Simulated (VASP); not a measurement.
A run of VASP 6.6.1:

The input POSCAR:

```
NaI
1.0
    0.0000000000      3.1878540000      3.2849460000
    3.1878540000      0.0000000000      3.2849460000
    3.1878540000      3.1878540000      0.0000000000
Na I
1 1
Direct
    0.0000000000      0.0000000000      0.0000000000
    0.5000000000      0.5000000000      0.5000000000
```

INCAR.step1

```
SYSTEM = NaI
PREC     = Accurate       ! precision mode
ENCUT    = 520            ! plane-wave cutoff, eV
ISMEAR   = 0              ! smearing method
SIGMA    = 0.05           ! smearing width, eV
LREAL    = .FALSE.        ! projectors in reciprocal space
LASPH    = .TRUE.         ! aspherical terms in the spheres
NELM     = 60             ! most SCF steps
NBANDS   = 14             ! bands
GGA      = PE             ! functional
ALGO     = Normal         ! electronic algorithm
EDIFF    = 1E-4           ! SCF threshold, eV
LWAVE    = .TRUE.         ! write WAVECAR
LCHARG   = .FALSE.        ! write CHGCAR
```

INCAR.step2

```
SYSTEM = NaI
PREC     = Accurate       ! precision mode
ENCUT    = 520            ! plane-wave cutoff, eV
EDIFF    = 1E-6           ! SCF threshold, eV
ISMEAR   = 0              ! smearing method
SIGMA    = 0.05           ! smearing width, eV
LREAL    = .FALSE.        ! projectors in reciprocal space
LASPH    = .TRUE.         ! aspherical terms in the spheres
NELM     = 60             ! most SCF steps
ALGO     = Normal         ! electronic algorithm
ISIF     = 2              ! what is computed and relaxed
LWAVE    = .FALSE.        ! write WAVECAR
LCHARG   = .TRUE.         ! write CHGCAR
METAGGA  = R2SCAN         ! meta-GGA
LMIXTAU  = .TRUE.       
LELF     = .TRUE.         ! ELF
LVHAR    = .TRUE.       
NBANDS   = 14             ! bands
ISTART   = 1
```

File KPOINTS:

```
regular mesh
0
G
  6 6 6
  0 0 0
```

Potentials or basis: VASP PAW PBE potentials, release 64 (Na_pv, I).

Launch:

```sh
$ cat potpaw_PBE.64/Na_pv/POTCAR potpaw_PBE.64/I/POTCAR > POTCAR
$ cp INCAR.step1 INCAR
$ mpirun -np 1 vasp_std > vasp.out
$ cp INCAR.step2 INCAR
$ mpirun -np 1 vasp_std > vasp.out
```

Hardware: 1 thread of AMD EPYC 9R45 96-Core Processor (Zen 5) (shared host).

Task: Estimate the wall time of this run.

Result: Run time: 76 s on 1 thread of AMD EPYC 9R45 96-Core Processor (Zen 5), on a shared host, peak memory 0.19 GiB. Counts: k points 30.
